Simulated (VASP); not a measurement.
Here is a VASP 6.6.1 calculation.

The input INCAR:

```
SYSTEM = CdO
ALGO     = Normal         ! electronic algorithm
EDIFF    = 1E-6           ! SCF threshold, eV
ENCUT    = 700            ! plane-wave cutoff, eV
GGA_COMPAT= .False.      
ISIF     = 2              ! what is computed and relaxed
ISMEAR   = 0              ! smearing method
LASPH    = .True.         ! aspherical terms in the spheres
LCHARG   = .False.        ! write CHGCAR
LREAL    = .False.        ! projectors in reciprocal space
LWAVE    = .False.        ! write WAVECAR
NBANDS   = 20             ! bands
NELM     = 120            ! most SCF steps
PREC     = Accurate       ! precision mode
SIGMA    = 0.05           ! smearing width, eV
```

File KPOINTS:

```
k-points
0
Gamma
  8 8 8
  0 0 0
```

POSCAR

```
CdO
1.0
    0.0000000000      2.3013978291      2.3013978291
    2.3013978291      0.0000000000      2.3013978291
    2.3013978291      2.3013978291      0.0000000000
Cd O
1 1
Direct
    0.0000000000      0.0000000000      0.0000000000
    0.5000000000      0.5000000000      0.5000000000
```

Potentials or basis: VASP PAW LDA potentials, release 64 (Cd_sv_GW, O).

Command:

```bash
$ cat potpaw_LDA.64/Cd_sv_GW/POTCAR potpaw_LDA.64/O/POTCAR > POTCAR
$ mpirun -np 1 vasp_std > vasp.out
```

Estimate the band gap on the k mesh.

zero (bands 13 and 14 overlap by 0.37 eV).

Predict the pressure.

3.7 GPa.

Caveat: the cell stands under pressure; semilocal functionals underestimate gaps, and a narrow one can read as zero.
